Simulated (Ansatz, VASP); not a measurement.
# WSe2 in VASP and in Ansatz

POSCAR

```
WSe2
1.0
    3.3144241466      0.0000000000      0.0000000000
   -1.6572120733      2.8703755099      0.0000000000
    0.0000000000      0.0000000000     29.8000909728
W Se
3 6
Direct
    0.6666666667      0.3333333333      0.0117449306
    0.3333333333      0.6666666667      0.7640670056
    0.3333333333      0.6666666667      0.2241879468
    0.3333333333      0.6666666667      0.0674620638
    0.6666666667      0.3333333333      0.8199352631
    0.6666666667      0.3333333333      0.2798932754
    0.3333333333      0.6666666667      0.9559150120
    0.6666666667      0.3333333333      0.7082957686
    0.6666666667      0.3333333333      0.1684988897
```

File INCAR.step1:

```
ALGO = Normal
EDIFF = 1E-4
ENCUT = 520
GGA = PE
ISMEAR = 0
LASPH = True
LCHARG = False
LREAL = False
LWAVE = True
NBANDS = 49
NELM = 80
PREC = Accurate
SIGMA = 0.05
```

Contents of INCAR.step2:

```
ALGO = Normal
EDIFF = 1E-6
ENCUT = 520
ISIF = 2
ISMEAR = 0
ISTART = 1
LASPH = True
LCHARG = False
LMIXTAU = True
LREAL = False
LWAVE = False
METAGGA = R2SCAN
NBANDS = 49
NELM = 80
PREC = Accurate
SIGMA = 0.05
```

KPOINTS

```
k-points
0
Gamma
  12 12 1
```

Input for Ansatz:

```yaml
crystal:
  lattice:
    - [3.3144241466, 0.0, 0.0]
    - [-1.6572120733, 2.8703755099, 0.0]
    - [0.0, 0.0, 29.8000909728]
  atoms:
    - { symbol: W, position: [0.6666666667, 0.3333333333, 0.0117449306] }
    - { symbol: W, position: [0.3333333333, 0.6666666667, 0.7640670056] }
    - { symbol: W, position: [0.3333333333, 0.6666666667, 0.2241879468] }
    - { symbol: Se, position: [0.3333333333, 0.6666666667, 0.0674620638] }
    - { symbol: Se, position: [0.6666666667, 0.3333333333, 0.8199352631] }
    - { symbol: Se, position: [0.6666666667, 0.3333333333, 0.2798932754] }
    - { symbol: Se, position: [0.3333333333, 0.6666666667, 0.955915012] }
    - { symbol: Se, position: [0.6666666667, 0.3333333333, 0.7082957686] }
    - { symbol: Se, position: [0.6666666667, 0.3333333333, 0.1684988897] }
basis:
  ecutwfc: 500
kpoints:
  mp_grid: { grid: [12, 12, 1] }
hamiltonian:
  xc: r2scan
scf:
  occupations: { method: gaussian, width: 0.05 }
output:
  forces: true
  stress: true
  eigenvalues: true
  write_density: true
  write_potential: true
  elf: true
  volumetric_format: npy
```

Change from the starting cell: mode 9 (20.4 1/cm) frozen in, largest displacement +0.350 Å.

Alike in both runs: task single point; functional r2SCAN; k mesh 12 × 12 × 1; occupations gaussian, width 0.05 eV; no spin polarisation.

|  | VASP | Ansatz |
| --- | --- | --- |
| version | VASP 6.6.1 | Ansatz 0.2.0 |
| potentials or method | VASP PAW PBE potentials, release 64 (W_sv, Se), cutoff 520 eV | scalar-relativistic, plane waves, PAW |
| valence electrons in the cell | 78 | 138 |

```tsv
	VASP	Ansatz	Ansatz less VASP
gap on the k mesh at the Fermi level (eV)	1.32	1.32	+0.004
least direct gap on the mesh (eV)	1.58	1.58	+0.002
rms of the force components (eV/Å)	0.044	0.052	+0.0076
```

VASP's potentials were made for PBE, not for r2SCAN. Atom by atom the forces differ by 0.021 eV/Å (rms over components). With one functional, cell and mesh, what is left measures potentials, basis and numerics. VASP's potentials hold 78 valence electrons a cell and Ansatz's 138, so a difference there can come from the potentials and not from the codes. Ansatz's warnings: xc potential rough in thin density.

Spin-orbit coupling is off throughout.
